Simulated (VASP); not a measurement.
# BiB (P6_3mc) in VASP: notebook

Runs on BiB. Level: PBE. Tasks: single point.

Everything below comes from runs of VASP 6.6.1. Logs are shortened: lines on timing, memory, paths and dates and some standing lists are left out, and cuts for length are marked.

**1. The cell of the first run**

It takes space group P6_3mc (No. 186, hexagonal). Conventional cell: a = 3.873 Å, b = 3.873 Å, c = 12.712 Å, α = 90.00°, β = 90.00°, γ = 120.00°. Within 3.1 Å of B (site symmetry 3m) lie 4 Bi at 2.37 Å. B (site symmetry 3m) has 4 Bi at 2.37 to 2.39 Å within 3.1 Å. Within 3.1 Å of Bi (site symmetry 3m) lie 4 B at 2.37 Å. Within 3.1 Å of Bi (site symmetry 3m) lie 4 B at 2.37 to 2.39 Å.

**2. Single point, PBE**

Input file INCAR:

```
PREC = Accurate ; ENCUT = 520
EDIFF = 1E-6 ; ISMEAR = -1
SIGMA = 0.02 ; LREAL = False
LASPH = True ; NELM = 100
ALGO = Normal ; ISIF = 2
LWAVE = False ; LCHARG = False
GGA = PE ; NBANDS = 46
```

Input file KPOINTS:

```
regular mesh
0
Gamma
  12 12 2
```

Input file POSCAR:

```
BiB
1.0
    3.8734501216      0.0000000000      0.0000000000
   -1.9367250608      3.3545062056      0.0000000000
    0.0000000000      0.0000000000     12.7116731575
B Bi
4 4
Direct
    0.0000000000      0.0000000000      0.0006693825
    0.3333333333      0.6666666667      0.2494353199
    0.0000000000      0.0000000000      0.5006693825
    0.6666666667      0.3333333333      0.7494353199
    0.0000000000      0.0000000000      0.1870769989
    0.3333333333      0.6666666667      0.4378182986
    0.0000000000      0.0000000000      0.6870769989
    0.6666666667      0.3333333333      0.9378182986
```

Potentials or basis: VASP PAW PBE potentials, release 64 (B, Bi_d).

The run is started by

```
cat potpaw_PBE.64/B/POTCAR potpaw_PBE.64/Bi_d/POTCAR > POTCAR
mpirun -np 1 vasp_std > vasp.out
```

OUTCAR:

```text
PREC = Accurate
   ENCUT = 520
   EDIFF = 1E-6
   ISMEAR = -1
   LREAL = False
   LASPH = True
   NELM = 100
   ISIF = 2
   GGA = PE

 ion  position               nearest neighbor table
   1  0.000  0.000  0.001-   5 2.37   8 2.37   8 2.37   8 2.37
   2  0.333  0.667  0.249-   5 2.37   5 2.37   5 2.37   6 2.39
   3  0.000  0.000  0.501-   7 2.37   6 2.37   6 2.37   6 2.37
   4  0.667  0.333  0.749-   7 2.37   7 2.37   7 2.37   8 2.39
   5  0.000  0.000  0.187-   1 2.37   2 2.37   2 2.37   2 2.37   8 3.88   8 3.88   8 3.88   6 3.89
                             6 3.89   6 3.89
   6  0.333  0.667  0.438-   3 2.37   3 2.37   3 2.37   2 2.39   7 3.88   7 3.88   7 3.88   5 3.89
                             5 3.89   5 3.89
   7  0.000  0.000  0.687-   3 2.37   4 2.37   4 2.37   4 2.37   6 3.88   6 3.88   6 3.88   8 3.89
                             8 3.89   8 3.89
   8  0.667  0.333  0.938-   1 2.37   1 2.37   1 2.37   4 2.39   5 3.88   5 3.88   5 3.88   7 3.89
                             7 3.89   7 3.89

  LATTYP: Found a hexagonal cell.
 ALAT       =     3.8734501216
 C/A-ratio  =     3.2817443773

  Lattice vectors:

 A1 = (   3.8734501216,   0.0000000000,   0.0000000000)
 A2 = (  -1.9367250608,   3.3545062056,   0.0000000000)
 A3 = (   0.0000000000,   0.0000000000,  12.7116731575)

Analysis of symmetry for initial positions (statically):
=====================================================================
 Subroutine PRICEL returns:
 Original cell was already a primitive cell.

 Routine SETGRP: Setting up the symmetry group for a
 hexagonal supercell.

 Subroutine GETGRP returns: Found 12 space group operations
 (whereof  6 operations were pure point group operations)
 out of a pool of 24 trial point group operations.

The static configuration has the point symmetry C_3v.
 The point group associated with its full space group is C_6v.

Analysis of symmetry for dynamics (positions and initial velocities):
=====================================================================
 Subroutine PRICEL returns:
 Original cell was already a primitive cell.

 Routine SETGRP: Setting up the symmetry group for a
 hexagonal supercell.

 Subroutine GETGRP returns: Found 12 space group operations
 (whereof  6 operations were pure point group operations)
 out of a pool of 24 trial point group operations.

The dynamic configuration has the point symmetry C_3v.
[... 115 lines left out ...]
   NSW    =      0    number of steps for IOM
   IBRION =     -1    ionic relax: 0-MD 1-quasi-New 2-CG
   NFREE  =      0    steps in history (QN), initial steepest desc. (CG)
   ISIF   =      2    stress and relaxation
   ISYM   =      2    0-nonsym 1-usesym 2-fastsym
   POTIM  = 0.5000    time-step for ionic-motion
   TEBEG  =    0.0;   TEEND  =   0.0 temperature during run
   PSTRESS=    0.0 pullay stress
   NELECT =      72.0000    total number of electrons
   NUPDOWN=      -1.0000    fix difference up-down
   EMIN   =  10.00;   EMAX   =-10.00  energy-range for DOS
   EFERMI =   0.00;   METHOD = LEGACY
   ISMEAR =    -1;   SIGMA  =   0.02  broadening in eV -4-tet -1-fermi 0-gaus
   EFERMI_NEDOS =   21; number of points for ismear=-14 and -15
   IALGO  =     38    algorithm
   IMIX   =      4    mixing-type and parameters
     AMIX     =   0.40;   BMIX     =  1.00
     AMIX_MAG =   1.60;   BMIX_MAG =  1.00
  volume/ion in A,a.u.               =      20.65       139.33
  Fermi-wavevector in a.u.,A,eV,Ry     =   1.241298  2.345712 20.964124  1.540820
  Thomas-Fermi vector in A             =   2.375701
   LORBIT       =      0    0 simple, 1 ext, 2 COOP (PROOUT), +10 PAW based schemes
   GGA     = PE    functional components
   LHFCALC =     F    Hartree Fock is set to
   AEXX    =    0.0000 exact exchange contribution
   IVDW    =     0    specifies the selected vdW correction
   LEPSILON=     F    determine dielectric tensor
   LRPA    =     F    only Hartree local field effects (RPA)
 non-spin polarized calculation
  energy-cutoff  :      520.00
  volume of cell :      165.17
 maximum number of plane-waves:      4475
 NGX is ok and might be reduce to    30
   NGX = 15   NGY = 15   NGZ = 47

 number of electron      72.0000025 magnetization

 Free energy of the ion-electron system (eV)
  ---------------------------------------------------
  ext. energy  EPLUGINS =         0.00000000
  ---------------------------------------------------
  free energy    TOTEN  =       -35.95606750 eV

  energy without entropy =      -35.95606208  energy(sigma->0) =      -35.95606479

 E-fermi :   7.3293     XC(G=0): -10.0342

 val. band max:        7.1967612651   @ k =   0.0000   0.0000   0.0000
 cond. band min:       7.4486457220   @ k =   0.0000   0.0000   0.0000
 fundamental gap:      0.2518844569
 Fermi energy:         7.3293383362

 k-point     1 :       0.0000    0.0000    0.0000
  band No.  band energies     occupation
      1     -15.9850      2.00000
      2     -15.9835      2.00000
      3     -15.9798      2.00000
      4     -15.9798      2.00000
      5     -15.9777      2.00000
      6     -15.9771      2.00000
[... 1165 lines left out ...]
     45      11.8067      0.00000
     46      11.8067      0.00000

 [... further k-points ...]

------------------------ aborting loop because EDIFF is reached ----------------------------------------

  FORCE on cell =-STRESS in cart. coord.  units (eV):
  Direction    XX          YY          ZZ          XY          YZ          ZX
  --------------------------------------------------------------------------------------
  -------------------------------------------------------------------------------------
  Total        1.3181064      1.3181064      1.2327628      0.0000000      0.0000000     -0.0000000
  in kB       12.7859138     12.7859138     11.9580623      0.0000000      0.0000000     -0.0000000
  external PRESSURE =      12.5099633 kB  Pullay stress =       0.0000000 kB

 VOLUME and BASIS-vectors are now :
 -----------------------------------------------------------------------------
  energy-cutoff  :      520.00
  volume of cell :      165.17
      direct lattice vectors                 reciprocal lattice vectors
     3.873450122  0.000000000  0.000000000     0.258167775  0.149053234  0.000000000
    -1.936725061  3.354506206  0.000000000     0.000000000  0.298106469  0.000000000
     0.000000000  0.000000000 12.711673157     0.000000000  0.000000000  0.078667850

 POSITION                                       TOTAL-FORCE (eV/Angst)
 -----------------------------------------------------------------------------------
      0.00000      0.00000      0.00851        -0.000000      0.000000     -0.007130
     -0.00000      2.23634      3.17074         0.000000     -0.000000      0.004454
      0.00000      0.00000      6.36435         0.000000      0.000000     -0.007130
      1.93673      1.11817      9.52658        -0.000000      0.000000      0.004454
      0.00000      0.00000      2.37806        -0.000000      0.000000      0.004473
     -0.00000      2.23634      5.56540         0.000000     -0.000000     -0.001798
      0.00000      0.00000      8.73390         0.000000      0.000000      0.004473
      1.93673      1.11817     11.92124        -0.000000      0.000000     -0.001798
 -----------------------------------------------------------------------------------
    total drift:                               -0.000000     -0.000000      0.000244

  FREE ENERGIE OF THE ION-ELECTRON SYSTEM (eV)
  ---------------------------------------------------
  free  energy   TOTEN  =       -35.9560675037 eV

  energy  without entropy=      -35.9560620822  energy(sigma->0) =      -35.95606479
```

Wall time 6 min (1 thread of Intel Xeon Platinum 8488C (Sapphire Rapids), shared host); peak memory 0.39 GiB.

What came out:

```
Free energy            : -35.9561 eV
Pressure               : 1.3 GPa
Largest force          : 0.007 eV/Å
Band gap on the k mesh : 0.25 eV
```

Forces in eV/Å, atoms in the order of the input:
```
B    0.000  0.000 -0.007
B    0.000  0.000  0.004
B    0.000  0.000 -0.007
B    0.000  0.000  0.004
Bi   0.000  0.000  0.004
Bi   0.000  0.000 -0.002
Bi   0.000  0.000  0.004
Bi   0.000  0.000 -0.002
```

Levels at points of the mesh, in eV from the valence-band top:
```tsv
k point	band 34	band 35	band 36	band 37	band 38	band 39
(0.00, 0.00, 0.00)	-0.13	0.00	0.00	0.25	0.32	0.59
(0.50, 0.00, 0.00)	-2.71	-2.06	-1.66	0.45	0.54	0.75
(0.00, 0.00, 0.50)	-0.36	-0.36	-0.36	0.36	0.36	1.18
(0.50, 0.00, 0.50)	-2.82	-2.03	-2.03	0.78	0.78	1.39
```

Caveat: spin-orbit coupling is left out, which moves the levels of the heavy elements. A k mesh can miss the band edges.

**3. Single point, PBE**

This run uses another cell than the first one, of 20.99 Å³/atom.

Input file INCAR:

```
SYSTEM = BiB
PREC = Accurate
ENCUT = 520
EDIFF = 1E-6
ISMEAR = -1
SIGMA = 0.02
LREAL = .FALSE.
LASPH = .TRUE.
NELM = 100
ALGO = Normal
ISIF = 2
LWAVE = .FALSE.
LCHARG = .TRUE.
GGA = PE
LELF = .TRUE.
LVHAR = .TRUE.
NBANDS = 46
```

Input file KPOINTS:

```
regular mesh
0
G
  12 12 2
  0 0 0
```

Input file POSCAR:

```
BiB
1.0
    3.8957654409      0.0000000000      0.0000000000
   -1.9478827204      3.3738318390      0.0000000000
    0.0000000000      0.0000000000     12.7773998326
B Bi
4 4
Direct
    0.0000000000      0.0000000000      0.0006168143
    0.3333333333      0.6666666667      0.2494330440
    0.0000000000      0.0000000000      0.5006168143
    0.6666666667      0.3333333333      0.7494330440
    0.0000000000      0.0000000000      0.1871013383
    0.3333333333      0.6666666667      0.4378488034
    0.0000000000      0.0000000000      0.6871013383
    0.6666666667      0.3333333333      0.9378488034
```

Potentials or basis: VASP PAW PBE potentials, release 64 (B, Bi_d).

The run is started by

```
cat potpaw_PBE.64/B/POTCAR potpaw_PBE.64/Bi_d/POTCAR > POTCAR
mpirun -np 1 vasp_std > vasp.out
```

Run time: 6.8 min. Hardware: 1 thread of Intel Xeon Platinum 8488C (Sapphire Rapids), shared host; peak memory 0.4 GiB.

The run converged. Its results:

```
Free energy            : -35.9679 eV
Pressure               : 0.0 GPa
Band gap on the k mesh : 0.18 eV
```

Levels at points of the mesh, in eV from the valence-band top:
| k point | band 32 | band 33 | band 34 | band 35 | band 36 | band 37 | band 38 | band 39 | band 40 | band 41 |
| --- | --- | --- | --- | --- | --- | --- | --- | --- | --- | --- |
| (0.00, 0.00, 0.00) | -0.96 | -0.96 | -0.12 | 0.00 | 0.00 | 0.18 | 0.22 | 0.53 | 0.89 | 2.66 |
| (0.50, 0.00, 0.00) | -2.70 | -2.67 | -2.65 | -2.02 | -1.63 | 0.41 | 0.53 | 0.75 | 1.55 | 1.92 |
| (0.00, 0.00, 0.50) | -1.46 | -0.36 | -0.36 | -0.36 | -0.36 | 0.30 | 0.30 | 1.10 | 1.10 | 3.04 |
| (0.50, 0.00, 0.50) | -3.23 | -2.77 | -2.77 | -1.99 | -1.99 | 0.76 | 0.76 | 1.35 | 1.35 | 2.25 |

Caveat: spin-orbit coupling is left out, which moves the levels of the heavy elements.
